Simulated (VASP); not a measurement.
# B5As2 (C2/m) in VASP: relaxation of cell and atoms with PBE

Aim: the relaxation of cell and atoms of B5As2 with PBE.

All numbers are computed with VASP 6.6.1; they aren't measurements. Logs are shortened: lines on timing, memory, paths and dates and some standing lists are left out, and cuts for length are marked.

## Step 1: The cell of the first run

The structure is monoclinic, space group C2/m (No. 12). Conventional cell: a = 5.869 Å, b = 3.149 Å, c = 8.436 Å, α = 90.00°, β = 93.51°, γ = 90.00°. Within 2.2 Å of B (site symmetry 2/m) lie 6 B at 1.62 to 2.15 Å. Within 2.2 Å of B (site symmetry m) lie 5 B at 1.62 to 2.15 Å and 1 As at 2.08 Å. B (site symmetry m) has 1 B at 1.70 Å and 3 As at 2.05 to 2.07 Å within 2.3 Å. Within 2.7 Å of As (site symmetry m) lie 4 B at 2.05 to 2.08 Å.

## Step 2: Relaxation of cell and atoms, PBE

Contents of INCAR:

```
ALGO = Normal
EDIFF = 1E-7
EDIFFG = -0.01
ENCUT = 600
GGA = PE
IBRION = 2
ISIF = 3
ISMEAR = 0
LASPH = True
LCHARG = False
LREAL = False
LWAVE = False
NELM = 80
NSW = 100
PREC = Accurate
SIGMA = 0.1
```

Contents of KPOINTS:

```
k-points
0
Gamma
  12 12 4
```

Contents of POSCAR:

```
B5As2
1.0
    2.9343173496     -1.5746141439      0.0000000000
    2.9343173496      1.5746141439      0.0000000000
   -0.5159323519      0.0000000000      8.4204177710
B As
5 2
Direct
    0.0000000000      0.0000000000      0.5000000000
    0.7304020925      0.7304020925      0.4444112919
    0.2695979075      0.2695979075      0.5555887081
    0.9946899401      0.9946899401      0.8991677070
    0.0053100599      0.0053100599      0.1008322930
    0.6898088290      0.6898088290      0.1977251755
    0.3101911710      0.3101911710      0.8022748245
```

Potentials or basis: VASP PAW PBE potentials, release 64 (B, As).

Launch:

```sh
cat potpaw_PBE.64/B/POTCAR potpaw_PBE.64/As/POTCAR > POTCAR
mpirun -np 1 vasp_std > vasp.out
```

OUTCAR:

```text
EDIFF = 1E-7
   EDIFFG = -0.01
   ENCUT = 600
   GGA = PE
   IBRION = 2
   ISIF = 3
   ISMEAR = 0
   LASPH = True
   LREAL = False
   NELM = 80
   NSW = 100
   PREC = Accurate

 ion  position               nearest neighbor table
   1  0.000  0.000  0.500-   2 1.62   3 1.62   2 2.15   2 2.15   3 2.15   3 2.15
   2  0.730  0.730  0.444-   1 1.62   3 1.84   3 1.84   6 2.08   1 2.15   1 2.15
   3  0.270  0.270  0.556-   1 1.62   2 1.84   2 1.84   7 2.08   1 2.15   1 2.15
   4  0.995  0.995  0.899-   5 1.70   7 2.05   7 2.05   7 2.07
   5  0.005  0.005  0.101-   4 1.70   6 2.05   6 2.05   6 2.07
   6  0.690  0.690  0.198-   5 2.05   5 2.05   5 2.07   2 2.08
   7  0.310  0.310  0.802-   4 2.05   4 2.05   4 2.07   3 2.08

  LATTYP: Found a base centered monoclinic cell.
 ALAT       =     5.8686346992
 B/A-ratio  =     0.5366202616
 C/A-ratio  =     1.4375079372
 COS(beta)  =    -0.0611568957

  Lattice vectors:

 A1 = (   2.9343173496,  -1.5746141439,   0.0000000000)
 A2 = (   2.9343173496,   1.5746141439,   0.0000000000)
 A3 = (  -0.5159323519,   0.0000000000,   8.4204177710)

Analysis of symmetry for initial positions (statically):
=====================================================================
 Subroutine PRICEL returns:
 Original cell was already a primitive cell.

 Routine SETGRP: Setting up the symmetry group for a
 base centered monoclinic supercell.

 Subroutine GETGRP returns: Found  4 space group operations
 (whereof  4 operations were pure point group operations)
 out of a pool of  4 trial point group operations.

The static configuration has the point symmetry C_2h.

Analysis of symmetry for dynamics (positions and initial velocities):
=====================================================================
 Subroutine PRICEL returns:
 Original cell was already a primitive cell.

 Routine SETGRP: Setting up the symmetry group for a
 base centered monoclinic supercell.

 Subroutine GETGRP returns: Found  4 space group operations
 (whereof  4 operations were pure point group operations)
 out of a pool of  4 trial point group operations.

The dynamic configuration has the point symmetry C_2h.

 Subroutine INISYM returns: Found  4 space group operations
 (whereof  4 operations are pure point group operations),
 and found     1 'primitive' translations

----------------------------------------------------------------------------------------

                                     Primitive cell

  volume of cell :      77.8117

  direct lattice vectors                    reciprocal lattice vectors
     2.934317350 -1.574614144  0.000000000     0.170397384 -0.317538110  0.010440518
     2.934317350  1.574614144  0.000000000     0.170397384  0.317538110  0.010440518
    -0.515932352  0.000000000  8.420417771     0.000000000  0.000000000  0.118758953

  length of vectors
     3.330109309  3.330109309  8.436208961     0.360520075  0.360520075  0.118758953

  position of ions in fractional coordinates (direct lattice)
     0.000000000  0.000000000  0.500000000
     0.730402093  0.730402093  0.444411292
     0.269597907  0.269597907  0.555588708
     0.994689940  0.994689940  0.899167707
     0.005310060  0.005310060  0.100832293
     0.689808829  0.689808829  0.197725175
     0.310191171  0.310191171  0.802274825

  ion indices of the primitive-cell ions
   primitive index   ion index
                 1           1
                 2           2
                 3           3
                 4           4
                 5           5
                 6           6
                 7           7

----------------------------------------------------------------------------------------

 KPOINTS: k-points

Automatic generation of k-mesh.
 Grid dimensions read from file:
 generate k-points for:   12   12    4

 Generating k-lattice:

  Cartesian coordinates                     Fractional coordinates (reciprocal lattice)
     0.014199782 -0.026461509  0.000870043     0.083333333  0.000000000  0.000000000
     0.014199782  0.026461509  0.000870043     0.000000000  0.083333333  0.000000000
     0.000000000  0.000000000  0.029689738     0.000000000  0.000000000  0.250000000

  Length of vectors
     0.030043340  0.030043340  0.029689738

  Shift w.r.t. Gamma in fractional coordinates (k-lattice)
     0.000000000  0.000000000  0.000000000

 Subroutine IBZKPT returns following result:
 ===========================================

 Found    164 irreducible k-points:

 Following reciprocal coordinates:
            Coordinates               Weight
  0.000000  0.000000  0.000000      1.000000
  0.083333  0.000000 -0.000000      4.000000
  0.166667  0.000000 -0.000000      4.000000
  0.250000 -0.000000 -0.000000      4.000000
  0.333333 -0.000000 -0.000000      4.000000
  0.416667 -0.000000  0.000000      4.000000
[... 16 lines left out ...]
  0.500000  0.166667 -0.000000      4.000000
 -0.416667  0.166667 -0.000000      4.000000
 [... further k-points ...]
   k-points           NKPTS =    164   k-points in BZ     NKDIM =    164   number of bands    NBANDS=     16
   number of dos      NEDOS =    301   number of ions     NIONS =      7
   total plane-waves  NPLWV =  54880
   dimension x,y,z NGX =    28 NGY =   28 NGZ =   70
   dimension x,y,z NGXF=    56 NGYF=   56 NGZF=  140
   ions per type =               5   2
   NGX,Y,Z   is equivalent  to a cutoff of  13.98, 13.98, 13.79 a.u.
   NGXF,Y,Z  is equivalent  to a cutoff of  27.96, 27.96, 27.59 a.u.
 SYSTEM =  unknown system
   PREC   = accura    normal or accurate (medium, high low for compatibility)
   ISTART =      0    job   : 0-new  1-cont  2-samecut
   ICHARG =      2    charge: 1-file 2-atom 10-const
   ISPIN  =      1    spin polarized calculation?
   LNONCOLLINEAR =      F non collinear calculations
   LSORBIT =      F    spin-orbit coupling
   LASPH  =      T    aspherical Exc in radial PAW
   ENCUT  =  600.0 eV  44.10 Ry    6.64 a.u.   6.65  6.65 16.85*2*pi/ulx,y,z
   NELM   =     80;   NELMIN=  2; NELMDL= -5     # of ELM steps
   EDIFF  = 0.1E-06   stopping-criterion for ELM
   LREAL  =      F    real-space projection
   EDIFFG = -.1E-01   stopping-criterion for IOM
   NSW    =    100    number of steps for IOM
   IBRION =      2    ionic relax: 0-MD 1-quasi-New 2-CG
   NFREE  =      1    steps in history (QN), initial steepest desc. (CG)
   ISIF   =      3    stress and relaxation
   ISYM   =      2    0-nonsym 1-usesym 2-fastsym
   POTIM  = 0.5000    time-step for ionic-motion
   TEBEG  =    0.0;   TEEND  =   0.0 temperature during run
   PSTRESS=    0.0 pullay stress
   NELECT =      25.0000    total number of electrons
   NUPDOWN=      -1.0000    fix difference up-down
   EMIN   =  10.00;   EMAX   =-10.00  energy-range for DOS
   EFERMI =   0.00;   METHOD = LEGACY
   ISMEAR =     0;   SIGMA  =   0.10  broadening in eV -4-tet -1-fermi 0-gaus
   EFERMI_NEDOS =   21; number of points for ismear=-14 and -15
   IALGO  =     38    algorithm
   IMIX   =      4    mixing-type and parameters
     AMIX     =   0.40;   BMIX     =  1.00
     AMIX_MAG =   1.60;   BMIX_MAG =  1.00
  volume/ion in A,a.u.               =      11.12        75.01
  Fermi-wavevector in a.u.,A,eV,Ry     =   1.121261  2.118875 17.105588  1.257225
  Thomas-Fermi vector in A             =   2.257913
   LORBIT       =      0    0 simple, 1 ext, 2 COOP (PROOUT), +10 PAW based schemes
   GGA     = PE    functional components
   LHFCALC =     F    Hartree Fock is set to
   AEXX    =    0.0000 exact exchange contribution
   IVDW    =     0    specifies the selected vdW correction
   LEPSILON=     F    determine dielectric tensor
   LRPA    =     F    only Hartree local field effects (RPA)
 conjugate gradient relaxation of ions
 non-spin polarized calculation
 Gauss-broadening in eV      SIGMA  =   0.10
  energy-cutoff  :      600.00
  volume of cell :       77.81
 maximum number of plane-waves:      2622
   NGX = 13   NGY = 13   NGZ = 33

--------------------------------------- Ionic step        1  -------------------------------------------

 number of electron      25.0000000 magnetization

 Free energy of the ion-electron system (eV)
  ---------------------------------------------------
  ext. energy  EPLUGINS =         0.00000000
  ---------------------------------------------------
  free energy    TOTEN  =       -40.74148878 eV

  energy without entropy =      -40.73418607  energy(sigma->0) =      -40.73783742

------------------------ aborting loop because EDIFF is reached ----------------------------------------

  FORCE on cell =-STRESS in cart. coord.  units (eV):
  Direction    XX          YY          ZZ          XY          YZ          ZX
  --------------------------------------------------------------------------------------
  -------------------------------------------------------------------------------------
  Total        0.2492867      0.3227024      0.1087830      0.0000000      0.0000000      0.0259146
  in kB        5.1329233      6.6445857      2.2398910      0.0000000      0.0000000      0.5335935
  external PRESSURE =       4.6724667 kB  Pullay stress =       0.0000000 kB
[... 190 lines left out ...]
  energy  without entropy=      -40.7350239203  energy(sigma->0) =      -40.73867349

--------------------------------------- Ionic step        6  -------------------------------------------

 number of electron      25.0000000 magnetization

 Free energy of the ion-electron system (eV)
  ---------------------------------------------------
  ext. energy  EPLUGINS =         0.00000000
  ---------------------------------------------------
  free energy    TOTEN  =       -40.74234561 eV

  energy without entropy =      -40.73506946  energy(sigma->0) =      -40.73870754

 E-fermi :   5.4265     XC(G=0): -10.8563

 val. band max:        5.4259777087   @ k =   0.3333   0.3333   0.2500
 cond. band min:       5.4440075063   @ k =   0.0833   0.0000   0.2500
 fundamental gap:      0.0180297975
 Fermi energy:         5.4265298751

 k-point     1 :       0.0000    0.0000    0.0000
  band No.  band energies     occupation
      1      -9.3224      2.00000
      2      -8.1148      2.00000
      3      -7.2042      2.00000
      4      -1.3672      2.00000
      5      -1.0370      2.00000
      6       1.5893      2.00000
[... 8 lines left out ...]
     15       8.9652      0.00000
     16       9.5099      0.00000
[... 420 lines left out ...]
  band No.  band energies     occupation
      1      -5.8146      2.00000
      2      -5.6599      2.00000
      3      -3.8323      2.00000
      4      -3.3876      2.00000
      5      -2.7267      2.00000
      6      -1.6534      2.00000
[... 8 lines left out ...]
     15       8.7949      0.00000
     16       9.6762      0.00000

 [... further k-points ...]

------------------------ aborting loop because EDIFF is reached ----------------------------------------

  FORCE on cell =-STRESS in cart. coord.  units (eV):
  Direction    XX          YY          ZZ          XY          YZ          ZX
  --------------------------------------------------------------------------------------
  -------------------------------------------------------------------------------------
  Total       -0.0266986      0.0024277      0.0258230      0.0000000      0.0000000     -0.0029115
  in kB       -0.5479145      0.0498227      0.5299438      0.0000000      0.0000000     -0.0597512
  external PRESSURE =       0.0106173 kB  Pullay stress =       0.0000000 kB
[... 22 lines left out ...]
  FREE ENERGIE OF THE ION-ELECTRON SYSTEM (eV)
  ---------------------------------------------------
  free  energy   TOTEN  =       -40.7423456107 eV

  energy  without entropy=      -40.7350694635  energy(sigma->0) =      -40.73870754

 reached required accuracy - stopping structural energy minimisation
```

Wall time 24 min (1 thread of Intel Xeon Platinum 8375C at 2.90GHz (Ice Lake), shared host); peak memory 0.39 GiB.

Results:

* Free energy: -40.7423 eV
* Relaxed volume: 11.15 Å³/atom
* Relaxed cell: a = 3.336 Å, b = 3.336 Å, c = 8.435 Å, α = 93.17°, β = 93.17°, γ = 56.44°
* Space group after relaxing (to 0.1 Å): C2/m (No. 12)
* Energy gained by relaxing: 0.1 meV/atom
* Ionic steps: 6
* Pressure after relaxing: 0.0 GPa
* Largest force after relaxing: 0.005 eV/Å
* Band gap on the k mesh: zero (an odd number of electrons rules out a gap without spin polarisation)

Forces in eV/Å, atoms in the order of the input:
```
B    0.000  0.000  0.000
B    0.004  0.000  0.002
B   -0.004  0.000 -0.002
B    0.003  0.000 -0.005
B   -0.003  0.000  0.005
As   0.005  0.000  0.001
As  -0.005  0.000 -0.001
```

Step by step:
```tsv
step	energy change (eV)	largest force (eV/Å)	pressure (GPa)	volume (Å³)
1	0.0000	0.0673	0.47	77.81
2	-0.0006	0.0400	-0.29	78.18
3	-0.0007	0.0319	-0.07	78.06
4	-0.0008	0.0108	0.01	78.06
5	-0.0008	0.0146	0.02	78.06
6	-0.0009	0.0055	0.00	78.07
```

Final structure:
```
B As
1.0
     2.93949   -1.57743   -0.00208
     2.93949    1.57743   -0.00208
    -0.52279    0.00000    8.41884
B As
5 2
Direct
  0.00000 0.00000 0.50000
  0.73038 0.73038 0.44453
  0.26962 0.26962 0.55547
  0.99502 0.99502 0.89924
  0.00498 0.00498 0.10076
  0.69005 0.69005 0.19725
  0.30995 0.30995 0.80275
```

Caveat: an odd number of electrons without spin polarisation forces a metal; a magnetic or distorted state may lie lower.
